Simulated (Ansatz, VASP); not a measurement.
Li3ClO in VASP and in Ansatz

```
Li Cl O
1.0
     3.90834    0.00000    0.00000
     0.00000    3.90834    0.00000
     0.00000    0.00000    3.90834
Li Cl O
3 1 1
Direct
  0.00000 0.50000 0.50000
  0.50000 0.00000 0.50000
  0.50000 0.50000 0.00000
  0.02878 0.00000 0.00000
  0.50000 0.50000 0.50000
```

Change from the starting cell: all Cl atoms moved +0.113 Å, as atom 4 along Cartesian [1 0 0].

Alike in both runs: task single point; functional LDA; k mesh 6 × 6 × 6; occupations gaussian, width 0.05 eV; no spin polarisation.

|  | VASP | Ansatz |
| --- | --- | --- |
| version | VASP 6.6.1 | Ansatz 0.2.0 |
| potentials or method | VASP PAW LDA potentials, release 64 (Li_sv, Cl, O), cutoff 520 eV | scalar-relativistic, plane waves, PAW |
| valence electrons in the cell | 22 | 22 |

VASP gave:

* gap on the k mesh at the Fermi level (eV): 4.58
* least direct gap on the mesh (eV): 4.61
* rms of the force components (eV/Å): 0.073

What did Ansatz give for the same quantities?

gap on the k mesh at the Fermi level (eV): 4.56; least direct gap on the mesh (eV): 4.61; rms of the force components (eV/Å): 0.073.

LDA's correlation is that of Perdew and Zunger in VASP and of Perdew and Wang (1992) in Ansatz. Atom by atom the forces differ by 0.000 eV/Å (rms over components).

Noted on VASP's run: the cutoff is under 1.25 times that of the potentials, so the pressure is a little rough.
